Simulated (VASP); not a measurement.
# BN (P1) in VASP: a series of runs

Runs on BN. Level: r2SCAN. Tasks: single point.

Everything below comes from runs of VASP 6.6.1. Logs are shortened: lines on timing, memory, paths and dates and some standing lists are left out, and cuts for length are marked.

## 1. The cell of the first run

The typed cell holds 4 atoms: a = 2.554 Å, b = 2.554 Å, c = 4.227 Å, α = 90.00°, β = 90.00°, γ = 120.00°.

## 2. Single point, r2SCAN (atom 3 (N) moved by (-0.450, +0.225) A along x and z)

POSCAR reads:

```
BN
1.0
    2.5539396017      0.0000000000      0.0000000000
   -1.2769698009      2.2117765748      0.0000000000
    0.0000000000      0.0000000000      4.2268550000
B N
2 2
Direct
    0.6666666667      0.3333333333      0.9997240000
    0.3333333333      0.6666666667      0.4997240000
    0.4904682947      0.3333333333      0.6785070666
    0.3333333333      0.6666666667      0.1252760000
```

INCAR.step1 reads:

```
PREC = Accurate
ENCUT = 520
ISMEAR = 0
SIGMA = 0.05
LREAL = False
LASPH = True
NELM = 80
NBANDS = 16
GGA = PE
ALGO = Normal
EDIFF = 1E-4
LWAVE = True
LCHARG = False
```

INCAR.step2 reads:

```
PREC = Accurate
ENCUT = 520
EDIFF = 1E-6
ISMEAR = 0
SIGMA = 0.05
LREAL = False
LASPH = True
NELM = 80
ALGO = Normal
ISIF = 2
LWAVE = False
LCHARG = False
METAGGA = R2SCAN
LMIXTAU = True
NBANDS = 16
ISTART = 1
```

KPOINTS reads:

```
Automatic mesh
0
Gamma
  12 12 6
```

Potentials or basis: VASP PAW PBE potentials, release 64 (B, N).

Run with:

```
$ cat potpaw_PBE.64/B/POTCAR potpaw_PBE.64/N/POTCAR > POTCAR
$ cp INCAR.step1 INCAR
$ mpirun -np 1 vasp_std > vasp.out
$ cp INCAR.step2 INCAR
$ mpirun -np 1 vasp_std > vasp.out
```

OUTCAR:

```text
PREC = Accurate
   ENCUT = 520
   EDIFF = 1E-6
   ISMEAR = 0
   LREAL = False
   LASPH = True
   NELM = 80
   ISIF = 2
   METAGGA = R2SCAN
   ISTART = 1

 ion  position               nearest neighbor table
   1  0.667  0.333  1.000-   3 1.43   4 1.57   4 1.57   4 1.57
   2  0.333  0.667  0.500-   3 1.34   4 1.58   3 1.72
   3  0.490  0.333  0.679-   2 1.34   1 1.43   2 1.72
   4  0.333  0.667  0.125-   1 1.57   1 1.57   1 1.57   2 1.58

  LATTYP: Found a hexagonal cell.
 ALAT       =     2.5539396017
 C/A-ratio  =     1.6550332659

  Lattice vectors:

 A1 = (   2.5539396017,   0.0000000000,   0.0000000000)
 A2 = (  -1.2769698009,   2.2117765748,   0.0000000000)
 A3 = (   0.0000000000,   0.0000000000,   4.2268550000)

Analysis of symmetry for initial positions (statically):
=====================================================================
 Subroutine PRICEL returns:
 Original cell was already a primitive cell.

 Routine SETGRP: Setting up the symmetry group for a
 hexagonal supercell.

 Subroutine GETGRP returns: Found  1 space group operations
 (whereof  1 operations were pure point group operations)
 out of a pool of 24 trial point group operations.

The static configuration has the point symmetry C_1 .

Analysis of symmetry for dynamics (positions and initial velocities):
=====================================================================
 Subroutine PRICEL returns:
 Original cell was already a primitive cell.

 Routine SETGRP: Setting up the symmetry group for a
 hexagonal supercell.

 Subroutine GETGRP returns: Found  1 space group operations
 (whereof  1 operations were pure point group operations)
 out of a pool of 24 trial point group operations.

The dynamic configuration has the point symmetry C_1 .

 Subroutine INISYM returns: Found  1 space group operations
 (whereof  1 operations are pure point group operations),
 and found     1 'primitive' translations

----------------------------------------------------------------------------------------

                                     Primitive cell

  volume of cell :      23.8764

  direct lattice vectors                    reciprocal lattice vectors
     2.553939602  0.000000000  0.000000000     0.391551938  0.226062617  0.000000000
    -1.276969801  2.211776575  0.000000000     0.000000000  0.452125233  0.000000000
     0.000000000  0.000000000  4.226855000     0.000000000  0.000000000  0.236582518

  length of vectors
     2.553939602  2.553939602  4.226855000     0.452125233  0.452125233  0.236582518

  position of ions in fractional coordinates (direct lattice)
     0.666666667  0.333333333  0.999724000
     0.333333333  0.666666667  0.499724000
     0.490468295  0.333333333  0.678507067
     0.333333333  0.666666667  0.125276000

  ion indices of the primitive-cell ions
   primitive index   ion index
                 1           1
                 2           2
                 3           3
                 4           4

----------------------------------------------------------------------------------------

 KPOINTS: Automatic mesh

Automatic generation of k-mesh.
 Grid dimensions read from file:
 generate k-points for:   12   12    6

 Generating k-lattice:

  Cartesian coordinates                     Fractional coordinates (reciprocal lattice)
     0.032629328  0.018838551  0.000000000     0.083333333  0.000000000  0.000000000
     0.000000000  0.037677103  0.000000000     0.000000000  0.083333333  0.000000000
     0.000000000  0.000000000  0.039430420     0.000000000  0.000000000  0.166666667

  Length of vectors
     0.037677103  0.037677103  0.039430420

  Shift w.r.t. Gamma in fractional coordinates (k-lattice)
     0.000000000  0.000000000  0.000000000

 Subroutine IBZKPT returns following result:
 ===========================================

 Found    436 irreducible k-points:

 Following reciprocal coordinates:
            Coordinates               Weight
  0.000000  0.000000  0.000000      1.000000
  0.083333  0.000000  0.000000      2.000000
  0.000000  0.083333  0.000000      2.000000
 -0.083333  0.083333  0.000000      2.000000
  0.166667  0.000000  0.000000      2.000000
  0.000000  0.166667  0.000000      2.000000
[... 16 lines left out ...]
  0.166667  0.083333  0.000000      2.000000
 -0.083333  0.250000  0.000000      2.000000
 [... further k-points ...]
   k-points           NKPTS =    436   k-points in BZ     NKDIM =    436   number of bands    NBANDS=     16
   number of dos      NEDOS =    301   number of ions     NIONS =      4
   total plane-waves  NPLWV =  12800
   dimension x,y,z NGX =    20 NGY =   20 NGZ =   32
   dimension x,y,z NGXF=    40 NGYF=   40 NGZF=   64
   ions per type =               2   2
   NGX,Y,Z   is equivalent  to a cutoff of  13.02, 13.02, 12.59 a.u.
   NGXF,Y,Z  is equivalent  to a cutoff of  26.04, 26.04, 25.17 a.u.
 SYSTEM =  unknown system
   PREC   = accura    normal or accurate (medium, high low for compatibility)
   ISTART =      1    job   : 0-new  1-cont  2-samecut
   ICHARG =      0    charge: 1-file 2-atom 10-const
   ISPIN  =      1    spin polarized calculation?
   LNONCOLLINEAR =      F non collinear calculations
   LSORBIT =      F    spin-orbit coupling
   LASPH  =      T    aspherical Exc in radial PAW
   ENCUT  =  520.0 eV  38.22 Ry    6.18 a.u.   4.75  4.75  7.86*2*pi/ulx,y,z
   NELM   =     80;   NELMIN=  2; NELMDL=  0     # of ELM steps
   EDIFF  = 0.1E-05   stopping-criterion for ELM
   LREAL  =      F    real-space projection
   EDIFFG = 0.1E-04   stopping-criterion for IOM
   NSW    =      0    number of steps for IOM
   IBRION =     -1    ionic relax: 0-MD 1-quasi-New 2-CG
   NFREE  =      0    steps in history (QN), initial steepest desc. (CG)
   ISIF   =      2    stress and relaxation
   ISYM   =      2    0-nonsym 1-usesym 2-fastsym
   POTIM  = 0.5000    time-step for ionic-motion
   TEBEG  =    0.0;   TEEND  =   0.0 temperature during run
   PSTRESS=    0.0 pullay stress
   NELECT =      16.0000    total number of electrons
   NUPDOWN=      -1.0000    fix difference up-down
   EMIN   =  10.00;   EMAX   =-10.00  energy-range for DOS
   EFERMI =   0.00;   METHOD = LEGACY
   ISMEAR =     0;   SIGMA  =   0.05  broadening in eV -4-tet -1-fermi 0-gaus
   EFERMI_NEDOS =   21; number of points for ismear=-14 and -15
   IALGO  =     38    algorithm
   IMIX   =      4    mixing-type and parameters
     AMIX     =   0.40;   BMIX     =  1.00
     AMIX_MAG =   1.60;   BMIX_MAG =  1.00
  volume/ion in A,a.u.               =       5.97        40.28
  Fermi-wavevector in a.u.,A,eV,Ry     =   1.432600  2.707222 27.923836  2.052344
  Thomas-Fermi vector in A             =   2.552210
   LORBIT       =      0    0 simple, 1 ext, 2 COOP (PROOUT), +10 PAW based schemes
   METAGGA = R2SCAN    functional components
   LHFCALC =     F    Hartree Fock is set to
   AEXX    =    0.0000 exact exchange contribution
   IVDW    =     0    specifies the selected vdW correction
   LEPSILON=     F    determine dielectric tensor
   LRPA    =     F    only Hartree local field effects (RPA)
 non-spin polarized calculation
 Gauss-broadening in eV      SIGMA  =   0.05
  energy-cutoff  :      520.00
  volume of cell :       23.88
 maximum number of plane-waves:       660
   NGX =  9   NGY =  9   NGZ = 15

 number of electron      16.0000002 magnetization

 Free energy of the ion-electron system (eV)
  ---------------------------------------------------
  ext. energy  EPLUGINS =         0.00000000
  ---------------------------------------------------
  free energy    TOTEN  =       -35.87327958 eV

  energy without entropy =      -35.87327958  energy(sigma->0) =      -35.87327958

 E-fermi :   8.6734     XC(G=0): -13.5761

 val. band max:        8.4150266770   @ k =   0.0000   0.0000   0.0000
 cond. band min:      10.9937006262   @ k =   0.3333   0.2500   0.0000
 fundamental gap:      2.5786739492
 Fermi energy:         8.6733990689

 k-point     1 :       0.0000    0.0000    0.0000
  band No.  band energies     occupation
      1     -14.2224      2.00000
      2      -9.9314      2.00000
      3      -4.2652      2.00000
      4       3.7648      2.00000
      5       5.4702      2.00000
      6       5.9088      2.00000
[... 8 lines left out ...]
     15      24.2846      0.00000
     16      25.6821      0.00000

 k-point     2 :       0.0833    0.0000    0.0000
  band No.  band energies     occupation
      1     -14.0717      2.00000
      2      -9.8065      2.00000
      3      -4.1234      2.00000
      4       3.5747      2.00000
      5       4.8624      2.00000
      6       5.5409      2.00000
[... 8 lines left out ...]
     15      24.1811      0.00000
     16      25.0994      0.00000

 k-point     3 :       0.0000    0.0833    0.0000
  band No.  band energies     occupation
      1     -14.0690      2.00000
      2      -9.8146      2.00000
      3      -4.1215      2.00000
      4       3.3707      2.00000
      5       5.1744      2.00000
      6       5.4125      2.00000
[... 8 lines left out ...]
     15      24.2610      0.00000
     16      25.8236      0.00000

 k-point     4 :      -0.0833    0.0833    0.0000
  band No.  band energies     occupation
      1     -14.0675      2.00000
      2      -9.8153      2.00000
      3      -4.1217      2.00000
      4       3.2435      2.00000
      5       5.0957      2.00000
      6       5.5983      2.00000
[... 8 lines left out ...]
     15      24.0099      0.00000
     16      25.3121      0.00000

 k-point     5 :       0.1667    0.0000    0.0000
  band No.  band energies     occupation
      1     -13.6276      2.00000
      2      -9.4456      2.00000
      3      -3.7084      2.00000
      4       2.6858      2.00000
      5       3.4810      2.00000
      6       4.9707      2.00000
[... 8 lines left out ...]
     15      23.5499      0.00000
     16      24.6836      0.00000

 k-point     6 :       0.0000    0.1667    0.0000
  band No.  band energies     occupation
      1     -13.6148      2.00000
      2      -9.4827      2.00000
      3      -3.6975      2.00000
      4       2.1231      2.00000
      5       4.2208      2.00000
      6       4.6863      2.00000
[... 8 lines left out ...]
     15      24.2221      0.00000
     16      25.8764      0.00000
[... 267 lines left out ...]
 k-point    21 :      -0.0833    0.1667    0.0000
  band No.  band energies     occupation
      1     -13.7592      2.00000
      2      -9.5997      2.00000
      3      -3.8359      2.00000
      4       2.2995      2.00000
      5       4.6031      2.00000
      6       4.9445      2.00000
[... 8 lines left out ...]
     15      24.0423      0.00000
     16      25.6133      0.00000

 k-point    22 :      -0.1667    0.0833    0.0000
  band No.  band energies     occupation
      1     -13.7678      2.00000
      2      -9.5743      2.00000
      3      -3.8427      2.00000
      4       2.6732      2.00000
      5       3.9792      2.00000
      6       5.2590      2.00000
[... 8 lines left out ...]
     15      23.6198      0.00000
     16      24.3815      0.00000

 k-point    23 :       0.1667    0.0833    0.0000
  band No.  band energies     occupation
      1     -13.1960      2.00000
      2      -9.1167      2.00000
      3      -3.3062      2.00000
      4       1.7874      2.00000
      5       2.7067      2.00000
      6       4.0655      2.00000
[... 8 lines left out ...]
     15      23.3201      0.00000
     16      25.2371      0.00000

 k-point    24 :      -0.0833    0.2500    0.0000
  band No.  band energies     occupation
      1     -13.1590      2.00000
      2      -9.2026      2.00000
      3      -3.2812      2.00000
      4       0.9133      2.00000
      5       3.3745      2.00000
      6       4.2452      2.00000
[... 8 lines left out ...]
     15      24.3924      0.00000
     16      25.5140      0.00000

 [... further k-points ...]

------------------------ aborting loop because EDIFF is reached ----------------------------------------

  FORCE on cell =-STRESS in cart. coord.  units (eV):
  Direction    XX          YY          ZZ          XY          YZ          ZX
  --------------------------------------------------------------------------------------
  -------------------------------------------------------------------------------------
  Total        4.1152385      2.1507084      3.4198487     -0.1628919     -1.2596074      0.0289871
  in kB      276.1444784    144.3187898    229.4817973    -10.9305217    -84.5233235      1.9451169
  external PRESSURE =     216.6483551 kB  Pullay stress =       0.0000000 kB

 VOLUME and BASIS-vectors are now :
 -----------------------------------------------------------------------------
  energy-cutoff  :      520.00
  volume of cell :       23.88
      direct lattice vectors                 reciprocal lattice vectors
     2.553939602  0.000000000  0.000000000     0.391551938  0.226062617  0.000000000
    -1.276969801  2.211776575  0.000000000     0.000000000  0.452125233  0.000000000
     0.000000000  0.000000000  4.226855000     0.000000000  0.000000000  0.236582518

 POSITION                                       TOTAL-FORCE (eV/Angst)
 -----------------------------------------------------------------------------------
      1.27697      0.73726      4.22569        -1.687671      0.130205      2.264993
     -0.00000      1.47452      2.11226        -3.682106      3.574089     -0.647225
      0.82697      0.73726      2.86795         5.843146     -4.001792     -5.062289
     -0.00000      1.47452      0.52952        -0.473368      0.297499      3.444521
 -----------------------------------------------------------------------------------
    total drift:                                0.000064     -0.000052     -0.000410

  FREE ENERGIE OF THE ION-ELECTRON SYSTEM (eV)
  ---------------------------------------------------
  free  energy   TOTEN  =       -35.8732795800 eV

  energy  without entropy=      -35.8732795800  energy(sigma->0) =      -35.87327958
```

Run time: 6.4 min. Hardware: 1 thread of Intel Xeon 6975P-C, shared host; peak memory 0.25 GiB.

Results:

```
Free energy            : -35.8733 eV
Pressure               : 21.7 GPa
Largest force          : 8.705 eV/Å
Band gap on the k mesh : 2.58 eV, indirect (least direct gap 5.02 eV)
```

Forces on the atoms (eV/Å):
```
B   -1.688  0.130  2.265
B   -3.682  3.574 -0.647
N    5.843 -4.002 -5.062
N   -0.473  0.297  3.445
```

Caveat: the cell differs from its parent crystal (atom 3 (N) moved by (-0.450, +0.225) A along x and z); the PAW data sets were made with another functional, which shifts forces and pressure a little. A k mesh can miss the band edges.

## 3. Single point, r2SCAN (atom 3 (N) moved by (-0.225, -0.450) A along x and z)

Edit POSCAR of step 2 so:

```diff
@@ -10,3 +10,3 @@
     0.3333333333      0.6666666667      0.4997240000
-    0.4904682947      0.3333333333      0.6785070666
+    0.5785674807      0.3333333333      0.5188138668
     0.3333333333      0.6666666667      0.1252760000
```

INCAR.step1 reads:

```
SYSTEM = BN
ALGO = Normal ; EDIFF = 1E-4
ENCUT = 520 ; GGA = PE
ISMEAR = 0 ; LASPH = .TRUE.
LCHARG = .FALSE. ; LREAL = .FALSE.
LWAVE = .TRUE. ; NBANDS = 16
NELM = 80 ; PREC = Accurate
SIGMA = 0.05
```

INCAR.step2 reads:

```
SYSTEM = BN
ALGO = Normal ; EDIFF = 1E-6
ENCUT = 520 ; ISIF = 2
ISMEAR = 0 ; ISTART = 1
LASPH = .TRUE. ; LCHARG = .FALSE.
LMIXTAU = .TRUE. ; LREAL = .FALSE.
LWAVE = .FALSE. ; METAGGA = R2SCAN
NBANDS = 16 ; NELM = 80
PREC = Accurate ; SIGMA = 0.05
```

KPOINTS reads:

```
k-points
0
G
  12 12 6
  0 0 0
```

Potentials or basis: VASP PAW PBE potentials, release 64 (B, N).

Run with:

```
$ cat potpaw_PBE.64/B/POTCAR potpaw_PBE.64/N/POTCAR > POTCAR
$ cp INCAR.step1 INCAR
$ mpirun -np 1 vasp_std > vasp.out
$ cp INCAR.step2 INCAR
$ mpirun -np 1 vasp_std > vasp.out
```

OUTCAR:

```text
SYSTEM = BN
   EDIFF = 1E-6
   ENCUT = 520
   ISIF = 2
   ISMEAR = 0
   ISTART = 1
   LASPH = .TRUE.
   LREAL = .FALSE.
   METAGGA = R2SCAN
   NELM = 80
   PREC = Accurate

 ion  position               nearest neighbor table
   1  0.667  0.333  1.000-   4 1.57   4 1.57   4 1.57
   2  0.333  0.667  0.500-   3 1.29   3 1.49   4 1.58   3 1.68
   3  0.579  0.333  0.519-   2 1.29   2 1.49   2 1.68
   4  0.333  0.667  0.125-   1 1.57   1 1.57   1 1.57   2 1.58

  LATTYP: Found a hexagonal cell.
 ALAT       =     2.5539396017
 C/A-ratio  =     1.6550332659

  Lattice vectors:

 A1 = (   2.5539396017,   0.0000000000,   0.0000000000)
 A2 = (  -1.2769698009,   2.2117765748,   0.0000000000)
 A3 = (   0.0000000000,   0.0000000000,   4.2268550000)

Analysis of symmetry for initial positions (statically):
=====================================================================
 Subroutine PRICEL returns:
 Original cell was already a primitive cell.

 Routine SETGRP: Setting up the symmetry group for a
 hexagonal supercell.

[... 172 lines left out ...]
 val. band max:        8.8389676246   @ k =   0.0833   0.0000   0.0000
 cond. band min:      11.6839450461   @ k =  -0.4167  -0.0000   0.3333
 fundamental gap:      2.8449774214
 Fermi energy:         9.1097864497

 k-point     1 :       0.0000    0.0000    0.0000
  band No.  band energies     occupation
      1     -14.5555      2.00000
      2      -9.5817      2.00000
      3      -3.5531      2.00000
      4       2.0504      2.00000
      5       5.6957      2.00000
      6       6.5892      2.00000
[... 433 lines left out ...]
      3      -2.3971      2.00000
      4      -0.2331      2.00000
      5       2.9684      2.00000
      6       4.1364      2.00000
[... 8 lines left out ...]
     15      22.8556      0.00000
     16      26.2201      0.00000

 [... further k-points ...]

------------------------ aborting loop because EDIFF is reached ----------------------------------------

  FORCE on cell =-STRESS in cart. coord.  units (eV):
  Direction    XX          YY          ZZ          XY          YZ          ZX
  --------------------------------------------------------------------------------------
  -------------------------------------------------------------------------------------
  Total        5.5201228      3.8424146      7.1731301     -4.4991968     -0.5055558      0.4135218
  in kB      370.4163046    257.8372036    481.3379081   -301.9091992    -33.9242659     27.7485138
  external PRESSURE =     369.8638054 kB  Pullay stress =       0.0000000 kB

 VOLUME and BASIS-vectors are now :
 -----------------------------------------------------------------------------
  energy-cutoff  :      520.00
  volume of cell :       23.88
      direct lattice vectors                 reciprocal lattice vectors
     2.553939602  0.000000000  0.000000000     0.391551938  0.226062617  0.000000000
    -1.276969801  2.211776575  0.000000000     0.000000000  0.452125233  0.000000000
     0.000000000  0.000000000  4.226855000     0.000000000  0.000000000  0.236582518

 POSITION                                       TOTAL-FORCE (eV/Angst)
 -----------------------------------------------------------------------------------
      1.27697      0.73726      4.22569        -0.457967      0.027620      0.817727
     -0.00000      1.47452      2.11226        -8.674626      3.460115     -4.402355
      1.05197      0.73726      2.19295         9.795779     -3.650802     11.330925
     -0.00000      1.47452      0.52952        -0.663185      0.163067     -7.746297
 -----------------------------------------------------------------------------------
    total drift:                               -0.000194      0.000297     -0.001067

  FREE ENERGIE OF THE ION-ELECTRON SYSTEM (eV)
  ---------------------------------------------------
  free  energy   TOTEN  =       -34.3520588380 eV

  energy  without entropy=      -34.3520588380  energy(sigma->0) =      -34.35205884
```

Wall time 8.7 min (1 thread of Intel Xeon 6975P-C, shared host); peak memory 0.25 GiB.

What came out:

```yaml
Free_energy: -34.3521 eV
Pressure: 37.0 GPa
Largest_force: 15.417 eV/Å
Band_gap_on_the_k_mesh: 2.84 eV, indirect (least direct gap 4.60 eV)
```

Forces in eV/Å, atoms in the order of the input:
```
B   -0.458  0.028  0.818
B   -8.675  3.460 -4.402
N    9.796 -3.651 11.331
N   -0.663  0.163 -7.746
```

Stress tensor (GPa, compression positive):
```
 37.04 -30.19   2.77
-30.19  25.78  -3.39
  2.77  -3.39  48.13
```

Caveat: the cell differs from its parent crystal (atom 3 (N) moved by (-0.225, -0.450) A along x and z); the PAW data sets were made with another functional, which shifts forces and pressure a little.

[end of part 1 of 2]
